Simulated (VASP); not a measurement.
# In (C2/c) in VASP: notebook

Runs on In. Level: LDA. Tasks: single point.

Everything below comes from runs of VASP 6.6.1. Logs are shortened: lines on timing, memory, paths and dates and some standing lists are left out, and cuts for length are marked.

## 1. The cell of the first run

The structure is monoclinic, space group C2/c (No. 15). Conventional cell: a = 3.131 Å, b = 9.029 Å, c = 3.861 Å, α = 90.00°, β = 94.26°, γ = 90.00°. Within 4.1 Å of In (site symmetry 2) lie 10 In at 3.09 to 3.86 Å.

## 2. Single point, LDA (27.21 Å³/atom)

Input file INCAR:

```
ALGO = Normal ; EDIFF = 1E-6
ENCUT = 520 ; GGA = CA
ISIF = 2 ; ISMEAR = -1
LASPH = True ; LCHARG = False
LREAL = False ; LWAVE = False
NBANDS = 20 ; NELM = 80
PREC = Accurate ; SIGMA = 0.1
```

Input file KPOINTS:

```
k-points
0
Gamma
  15 15 10
```

Input file POSCAR:

```
In
1.0
   -3.3688658032      3.0153943536      1.5452331037
    3.0153943536     -3.3688658032      1.5452331037
    3.0090015095      3.0090015095     -2.1926167112
In
2
Direct
    0.9915339069      0.0084660931      1.0000000000
    0.7584660931      0.2415339069      0.5000000000
```

Potentials or basis: VASP PAW LDA potentials, release 64 (In_d).

Command:

```sh
cat potpaw_LDA.64/In_d/POTCAR > POTCAR
mpirun -np 1 vasp_std > vasp.out
```

OUTCAR:

```text
EDIFF = 1E-6
   ENCUT = 520
   GGA = CA
   ISIF = 2
   ISMEAR = -1
   LASPH = True
   LREAL = False
   NELM = 80
   PREC = Accurate

 ion  position               nearest neighbor table
   1  0.992  0.008  0.000-   2 3.09   2 3.09   2 3.19   2 3.19   2 3.32   2 3.32
   2  0.758  0.242  0.500-   1 3.09   1 3.09   1 3.19   1 3.19   1 3.32   1 3.32

  Warning from LATTYP: Got some problem with cell dimensions!
  Tried to take original basis but could not verify dimensions!
  LATTYP: Found a base centered monoclinic cell.
 ALAT       =     3.1306334040
 B/A-ratio  =     2.8839874026
 C/A-ratio  =     1.2333998489
 COS(beta)  =    -0.0742419546

  Lattice vectors:

 A1 = (   3.3688658032,  -3.0153943536,  -1.5452331037)
 A2 = (  -3.0153943536,   3.3688658032,  -1.5452331037)
 A3 = (   2.6555300599,   2.6555300599,   0.8978494962)

Analysis of symmetry for initial positions (statically):
=====================================================================
 Subroutine PRICEL returns:
 Original cell was already a primitive cell.

 Routine SETGRP: Setting up the symmetry group for a
 base centered monoclinic supercell.

 Subroutine GETGRP returns: Found  4 space group operations
 (whereof  2 operations were pure point group operations)
 out of a pool of  4 trial point group operations.

The static configuration has the point symmetry C_2 .
 The point group associated with its full space group is C_2h.

Analysis of symmetry for dynamics (positions and initial velocities):
=====================================================================
 Subroutine PRICEL returns:
 Original cell was already a primitive cell.

 Routine SETGRP: Setting up the symmetry group for a
 base centered monoclinic supercell.

 Subroutine GETGRP returns: Found  4 space group operations
 (whereof  2 operations were pure point group operations)
 out of a pool of  4 trial point group operations.

The dynamic configuration has the point symmetry C_2 .
 The point group associated with its full space group is C_2h.

 Subroutine INISYM returns: Found  4 space group operations
 (whereof  2 operations are pure point group operations),
 and found     1 'primitive' translations

----------------------------------------------------------------------------------------

                                     Primitive cell

  volume of cell :      54.4206

  direct lattice vectors                    reciprocal lattice vectors
    -3.368865803  3.015394354  1.545233104     0.050293829  0.206929050  0.352995591
     3.015394354 -3.368865803  1.545233104     0.206929050  0.050293829  0.352995591
     3.009001510  3.009001510 -2.192616711     0.181276237  0.181276237  0.041466866

  length of vectors
     4.778033618  4.778033618  4.787039608     0.412255974  0.412255974  0.259695301

  position of ions in fractional coordinates (direct lattice)
     0.991533907  0.008466093  0.000000000
     0.758466093  0.241533907  0.500000000

  ion indices of the primitive-cell ions
   primitive index   ion index
                 1           1
                 2           2

----------------------------------------------------------------------------------------

 KPOINTS: k-points

Automatic generation of k-mesh.
 Grid dimensions read from file:
 generate k-points for:   15   15   10

 Generating k-lattice:

  Cartesian coordinates                     Fractional coordinates (reciprocal lattice)
     0.003352922  0.013795270  0.023533039     0.066666667  0.000000000  0.000000000
     0.013795270  0.003352922  0.023533039     0.000000000  0.066666667  0.000000000
     0.018127624  0.018127624  0.004146687     0.000000000  0.000000000  0.100000000

  Length of vectors
     0.027483732  0.027483732  0.025969530

  Shift w.r.t. Gamma in fractional coordinates (k-lattice)
     0.000000000  0.000000000  0.000000000

 Subroutine IBZKPT returns following result:
 ===========================================

 Found    608 irreducible k-points:

 Following reciprocal coordinates:
            Coordinates               Weight
  0.000000  0.000000  0.000000      1.000000
  0.066667 -0.000000  0.000000      4.000000
  0.133333 -0.000000  0.000000      4.000000
  0.200000  0.000000  0.000000      4.000000
  0.266667 -0.000000  0.000000      4.000000
  0.333333  0.000000  0.000000      4.000000
[... 16 lines left out ...]
  0.133333  0.133333  0.000000      2.000000
  0.200000  0.133333  0.000000      4.000000
 [... further k-points ...]
   k-points           NKPTS =    608   k-points in BZ     NKDIM =    608   number of bands    NBANDS=     20
   number of dos      NEDOS =    301   number of ions     NIONS =      2
   total plane-waves  NPLWV =  46656
   dimension x,y,z NGX =    36 NGY =   36 NGZ =   36
   dimension x,y,z NGXF=    72 NGYF=   72 NGZF=   72
   ions per type =               2
   NGX,Y,Z   is equivalent  to a cutoff of  12.53, 12.53, 12.50 a.u.
   NGXF,Y,Z  is equivalent  to a cutoff of  25.05, 25.05, 25.00 a.u.
 SYSTEM =  unknown system
   PREC   = accura    normal or accurate (medium, high low for compatibility)
   ISTART =      0    job   : 0-new  1-cont  2-samecut
   ICHARG =      2    charge: 1-file 2-atom 10-const
   ISPIN  =      1    spin polarized calculation?
   LNONCOLLINEAR =      F non collinear calculations
   LSORBIT =      F    spin-orbit coupling
   LASPH  =      T    aspherical Exc in radial PAW
   ENCUT  =  520.0 eV  38.22 Ry    6.18 a.u.   8.88  8.88  8.90*2*pi/ulx,y,z
   NELM   =     80;   NELMIN=  2; NELMDL= -5     # of ELM steps
   EDIFF  = 0.1E-05   stopping-criterion for ELM
   LREAL  =      F    real-space projection
   EDIFFG = 0.1E-04   stopping-criterion for IOM
   NSW    =      0    number of steps for IOM
   IBRION =     -1    ionic relax: 0-MD 1-quasi-New 2-CG
   NFREE  =      0    steps in history (QN), initial steepest desc. (CG)
   ISIF   =      2    stress and relaxation
   ISYM   =      2    0-nonsym 1-usesym 2-fastsym
   POTIM  = 0.5000    time-step for ionic-motion
   TEBEG  =    0.0;   TEEND  =   0.0 temperature during run
   PSTRESS=    0.0 pullay stress
   NELECT =      26.0000    total number of electrons
   NUPDOWN=      -1.0000    fix difference up-down
   EMIN   =  10.00;   EMAX   =-10.00  energy-range for DOS
   EFERMI =   0.00;   METHOD = LEGACY
   ISMEAR =    -1;   SIGMA  =   0.10  broadening in eV -4-tet -1-fermi 0-gaus
   EFERMI_NEDOS =   21; number of points for ismear=-14 and -15
   IALGO  =     38    algorithm
   IMIX   =      4    mixing-type and parameters
     AMIX     =   0.40;   BMIX     =  1.00
     AMIX_MAG =   1.60;   BMIX_MAG =  1.00
  volume/ion in A,a.u.               =      27.21       183.62
  Fermi-wavevector in a.u.,A,eV,Ry     =   1.279808  2.418486 22.285087  1.637908
  Thomas-Fermi vector in A             =   2.412272
   LORBIT       =      0    0 simple, 1 ext, 2 COOP (PROOUT), +10 PAW based schemes
   GGA     = CA    functional components
   LHFCALC =     F    Hartree Fock is set to
   AEXX    =    0.0000 exact exchange contribution
   IVDW    =     0    specifies the selected vdW correction
   LEPSILON=     F    determine dielectric tensor
   LRPA    =     F    only Hartree local field effects (RPA)
 non-spin polarized calculation
  energy-cutoff  :      520.00
  volume of cell :       54.42
 maximum number of plane-waves:      1486
   NGX = 17   NGY = 17   NGZ = 17

 number of electron      26.0000003 magnetization

 Free energy of the ion-electron system (eV)
  ---------------------------------------------------
  ext. energy  EPLUGINS =         0.00000000
  ---------------------------------------------------
  free energy    TOTEN  =        -6.38194564 eV

  energy without entropy =       -6.35229278  energy(sigma->0) =       -6.36711921

 E-fermi :   6.7351     XC(G=0): -10.2916

 val. band max:        6.7299938560   @ k =  -0.2000  -0.4000   0.2000
 cond. band min:       6.7369601802   @ k =  -0.1333  -0.2000   0.3000
 fundamental gap:      0.0069663242
 Fermi energy:         6.7350691624

 k-point     1 :       0.0000    0.0000    0.0000
  band No.  band energies     occupation
      1      -8.0710      2.00000
      2      -8.0269      2.00000
      3      -8.0065      2.00000
      4      -7.9539      2.00000
      5      -7.6339      2.00000
      6      -7.6325      2.00000
[... 12 lines left out ...]
     19      15.5283      0.00000
     20      17.5336      0.00000

 k-point     2 :       0.0667   -0.0000    0.0000
  band No.  band energies     occupation
      1      -8.0708      2.00000
      2      -8.0066      2.00000
      3      -7.9851      2.00000
      4      -7.9336      2.00000
      5      -7.6622      2.00000
      6      -7.6467      2.00000
[... 12 lines left out ...]
     19      15.0360      0.00000
     20      18.4172      0.00000

 k-point     3 :       0.1333   -0.0000    0.0000
  band No.  band energies     occupation
      1      -8.0590      2.00000
      2      -7.9567      2.00000
      3      -7.9377      2.00000
      4      -7.8704      2.00000
      5      -7.7204      2.00000
      6      -7.6830      2.00000
[... 12 lines left out ...]
     19      14.9442      0.00000
     20      18.2628      0.00000

 k-point     4 :       0.2000    0.0000    0.0000
  band No.  band energies     occupation
      1      -8.0361      2.00000
      2      -7.8905      2.00000
      3      -7.8848      2.00000
      4      -7.7941      2.00000
      5      -7.7699      2.00000
      6      -7.7222      2.00000
[... 429 lines left out ...]
 k-point    23 :       0.1333    0.1333    0.0000
  band No.  band energies     occupation
      1      -8.0235      2.00000
      2      -7.8805      2.00000
      3      -7.8484      2.00000
      4      -7.8082      2.00000
      5      -7.7614      2.00000
      6      -7.6727      2.00000
[... 12 lines left out ...]
     19      14.5377      0.00000
     20      14.8017      0.00000

 k-point    24 :       0.2000    0.1333    0.0000
  band No.  band energies     occupation
      1      -8.0110      2.00000
      2      -7.9380      2.00000
      3      -7.8577      2.00000
      4      -7.7852      2.00000
      5      -7.7232      2.00000
      6      -7.6878      2.00000
[... 12 lines left out ...]
     19      13.4991      0.00000
     20      14.1882      0.00000

 [... further k-points ...]

------------------------ aborting loop because EDIFF is reached ----------------------------------------

  FORCE on cell =-STRESS in cart. coord.  units (eV):
  Direction    XX          YY          ZZ          XY          YZ          ZX
  --------------------------------------------------------------------------------------
  -------------------------------------------------------------------------------------
  Total       -1.0130359     -1.0130359     -1.0060652     -0.0448877     -0.0311206     -0.0311206
  in kB      -29.8244011    -29.8244011    -29.6191796     -1.3215226     -0.9162085     -0.9162086
  external PRESSURE =     -29.7559940 kB  Pullay stress =       0.0000000 kB

 VOLUME and BASIS-vectors are now :
 -----------------------------------------------------------------------------
  energy-cutoff  :      520.00
  volume of cell :       54.42
      direct lattice vectors                 reciprocal lattice vectors
    -3.368865803  3.015394354  1.545233104     0.050293829  0.206929050  0.352995591
     3.015394354 -3.368865803  1.545233104     0.206929050  0.050293829  0.352995591
     3.009001510  3.009001510 -2.192616711     0.181276237  0.181276237  0.041466866

 POSITION                                       TOTAL-FORCE (eV/Angst)
 -----------------------------------------------------------------------------------
     -3.31482      2.96134      1.54523         0.009303     -0.009303     -0.000000
     -0.32235      2.97788      0.44892        -0.009303      0.009303      0.000000
 -----------------------------------------------------------------------------------
    total drift:                               -0.000000      0.000000     -0.000000

  FREE ENERGIE OF THE ION-ELECTRON SYSTEM (eV)
  ---------------------------------------------------
  free  energy   TOTEN  =        -6.3819456439 eV

  energy  without entropy=       -6.3522927796  energy(sigma->0) =       -6.36711921
```

Wall time 5.4 min (1 thread of AMD EPYC 9R45 (Zen 5), shared host); peak memory 0.56 GiB.

Results:

```yaml
Free_energy: -6.3819 eV
Pressure: -3.0 GPa
Largest_force: 0.013 eV/Å
Band_gap_on_the_k_mesh: zero (bands 13 and 14 overlap by 6.39 eV)
```

Forces on the atoms (eV/Å):
```
In   0.009 -0.009  0.000
In  -0.009  0.009  0.000
```

Levels at points of the mesh, in eV from the Fermi level:
```
           k point  band 10  band 11  band 12  band 13  band 14  band 15  band 16  band 17
(0.00, 0.00, 0.00)   -14.11    -9.38    -1.58    -1.50     0.89     4.66     7.98     8.04
(0.00, 0.00, 0.50)   -14.21    -6.68    -6.68     1.55     1.55     2.23     2.23     9.25
```

Caveat: spin-orbit coupling is left out, which moves the levels of the heavy elements.

## 3. Single point, LDA

This run uses another cell than the first one, of 25.19 Å³/atom.

Input file INCAR:

```
  ALGO = Normal
  EDIFF = 1E-6
  ENCUT = 520
  ISIF = 2
  ISMEAR = -1
  ISYM = 0
  LASPH = True
  LCHARG = False
  LREAL = False
  LWAVE = False
  NBANDS = 20
  NELM = 60
  PREC = Accurate
  SIGMA = 0.1
```

Input file KPOINTS:

```
k-points
0
Gamma
  11 11 8
```

Input file POSCAR:

```
In
1.0
   -3.2835411221      2.9390221925      1.5060963350
    2.9390221925     -3.2835411221      1.5060963350
    2.9327912627      2.9327912627     -2.1370833855
In
2
Direct
    0.9915339069      0.0084660931      1.0000000000
    0.7584660931      0.2415339069      0.5000000000
```

Potentials or basis: VASP PAW LDA potentials, release 64 (In_d).

Command:

```sh
cat potpaw_LDA.64/In_d/POTCAR > POTCAR
mpirun -np 1 vasp_std > vasp.out
```

Wall time 13 min (1 thread of Intel Xeon 8259CL, shared host); peak memory 0.47 GiB.

It converged, with:

```
Free energy            : -6.4214 eV
Pressure               : 0.0 GPa
Band gap on the k mesh : zero (bands 13 and 14 overlap by 6.55 eV)
```

Levels at points of the mesh, in eV from the Fermi level:
| k point | band 11 | band 12 | band 13 | band 14 | band 15 | band 16 |
| --- | --- | --- | --- | --- | --- | --- |
| (0.00, 0.00, 0.00) | -9.92 | -1.71 | -1.34 | 0.85 | 4.78 | 8.45 |
| (0.00, 0.00, 0.50) | -7.02 | -7.02 | 1.59 | 1.59 | 2.39 | 2.39 |

Caveat: spin-orbit coupling is left out, which moves the levels of the heavy elements.

[end of part 1 of 2]
